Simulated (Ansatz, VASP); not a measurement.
## One calculation of CoO, two programs

```xyz
2
Lattice="2.6613 0.0000 0.0000 0.0000 2.6613 0.0000 0.0000 0.0000 2.6613" Properties=species:S:1:pos:R:3 pbc="T T T"
Co    0.0000    0.0000    0.0000
O     1.3306    1.3306    1.3306
```

Alike in both runs: functional PBE; k mesh 10 × 10 × 10; occupations gaussian, width 0.02 eV; collinear spin; Hubbard terms Co d U = 3.32 eV.

Ansatz relaxed the structure, and its values are those at the end. VASP's run is a single point on that final structure, the one shown.

|  | VASP | Ansatz |
| --- | --- | --- |
| version | VASP 6.6.1 | Ansatz 0.2.0 |
| potentials or method | VASP PAW PBE potentials, release 64 (Co, O), cutoff 520 eV | scalar-relativistic, plane waves, PAW |
| valence electrons in the cell | 15 | 23 |

Ansatz gave:

```
gap on the k mesh at the Fermi level (eV)                     : 0.87
least direct gap on the mesh (eV)                             : 1.63
pressure (GPa)                                                : 0.0
net moment per atom (μB)                                      : 1.50
size of the moment on the site where the two differ most (μB) : 2.61
```

**Question.** What did VASP give for the same quantities?

**Answer.** gap on the k mesh at the Fermi level (eV): 1.03; least direct gap on the mesh (eV): 1.61; pressure (GPa): -3.8; net moment per atom (μB): 1.50; size of the moment on the site where the two differ most (μB): 2.69.

Site moments also hang on the region over which each program counts them. The programs project onto different local orbitals, so the same U acts differently, and such runs can settle in different states. VASP's potentials hold 15 valence electrons a cell and Ansatz's 23, so a difference there can come from the potentials and not from the codes.
